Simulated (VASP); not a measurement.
Write the native input for VASP 6.6.1 that does the following.

```yaml
Task: relaxation of cell and atoms
Functional: PBEsol
Potentials_or_basis: VASP PAW PBE potentials, release 64 (Ir)
Cutoff: 600 eV
k_mesh: 12 × 12 × 12
Occupations: fermi-dirac, width 0.05 eV
Spin: no spin polarisation
Target_pressure: 5 GPa
Dipole_correction: no
Further_INCAR_settings: ALGO = Normal; EDIFF = 1e-06; IBRION = 2; EDIFFG = -0.01; NSW = 60; ISIF = 3
```

The structure of Ir lies in POSCAR:

```
Ir
1.0
    0.0000000000      1.9156000000      1.9156000000
    1.9156000000      0.0000000000      1.9156000000
    1.9156000000      1.9156000000      0.0000000000
Ir
1
Direct
    0.0000000000      0.0000000000      0.0000000000
```

One way to write it, as run:

INCAR

```
PREC     = Accurate       # precision mode
ENCUT    = 600            # plane-wave cutoff, eV
EDIFF    = 1E-6           # SCF threshold, eV
ISMEAR   = -1             # smearing method
SIGMA    = 0.05           # smearing width, eV
LREAL    = False          # projectors in reciprocal space
LASPH    = True           # aspherical terms in the spheres
NELM     = 80             # most SCF steps
ALGO     = Normal         # electronic algorithm
ISIF     = 3              # what is computed and relaxed
LWAVE    = False          # write WAVECAR
LCHARG   = False          # write CHGCAR
GGA      = PS             # functional
IBRION   = 2              # ionic algorithm
NSW      = 60             # ionic steps
EDIFFG   = -0.01          # ionic threshold
PSTRESS  = 50.0
```

KPOINTS

```
Automatic mesh
0
Gamma
  12 12 12
```

Potentials or basis: VASP PAW PBE potentials, release 64 (Ir).

Run with:

```bash
$ cat potpaw_PBE.64/Ir/POTCAR > POTCAR
$ mpirun -np 1 vasp_std > vasp.out
```

Results of the run:

```json
{"Relaxed volume": "13.90 Å³/atom", "Relaxed cell": "a = 2.699 Å, b = 2.699 Å, c = 2.699 Å, α = 60.00°, β = 60.00°, γ = 60.00°", "Space group after relaxing (to 0.05 Å)": "Fm-3m (No. 225)", "Energy change on relaxing (the enthalpy is what falls)": "+2.6 meV/atom", "Ionic steps": "3", "Pressure after relaxing": "4.9 GPa"}
```

Caveat: the cell is relaxed towards a set pressure, so the enthalpy falls and the energy may rise; the PAW data sets were made with another functional, which shifts forces and pressure a little.

Run time: 9.6 s on 1 thread of Intel(R) Xeon(R) 6975P-C (Granite Rapids) (shared host), peak memory 0.16 GiB.
